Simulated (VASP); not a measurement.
Crystal: VSiPt3.

```
V Si Pt
1.0
     4.11331    0.00000    0.00000
     0.00000    4.11331    0.00000
     0.00000    0.00000    4.11331
V Si Pt
1 1 3
Direct
  0.00000 0.00000 0.00000
  0.50000 0.50000 0.50000
  0.00000 0.50000 0.50000
  0.50000 0.00000 0.50000
  0.50000 0.50000 0.00000
```

```yaml
Program: VASP 6.6.1
Task: relaxation of cell and atoms
Functional: PBE
Potentials_or_basis: VASP PAW PBE potentials, release 64 (V_sv, Si, Pt)
Cutoff: 600 eV
k_mesh: 4 × 4 × 4
Occupations: gaussian, width 0.1 eV
Spin: collinear spin, ferromagnetic start
Starting_moments: "[2.75, 0.0, 0.0, 0.0, 0.0] μB"
```

At the start: pressure 72.7 GPa; volume 13.92 Å³/atom.

**Question.** How do energy, volume and symmetry change on relaxing?

**Answer.** Over 5 steps the energy falls by 765.6 meV/atom and the volume is 18.29 Å³/atom (+31.4 %); space group Pm-3m (No. 221, to 0.1 Å) before and after; moment 3.14 μB per cell.

The path:
```tsv
step	energy change (eV)	largest force (eV/Å)	pressure (GPa)	volume (Å³)
1	0.0000	0.0000	72.68	69.59
2	2.4996	0.0000	-18.97	154.54
3	-3.7414	0.0000	-5.54	95.89
4	-3.8093	0.0000	-2.24	93.15
5	-3.8278	0.0000	0.06	91.47
```

Final structure:
```
CELL_PARAMETERS angstrom
4.50570 0.00000 0.00000
0.00000 4.50570 0.00000
0.00000 0.00000 4.50570
ATOMIC_POSITIONS crystal
V 0.00000 0.00000 0.00000
Si 0.50000 0.50000 0.50000
Pt 0.00000 0.50000 0.50000
Pt 0.50000 0.00000 0.50000
Pt 0.50000 0.50000 0.00000
```

Caveat: the k points lie up to 0.35 Å⁻¹ apart in the final cell; the volume moved by over 15 % at a fixed basis, so the end points are rough.
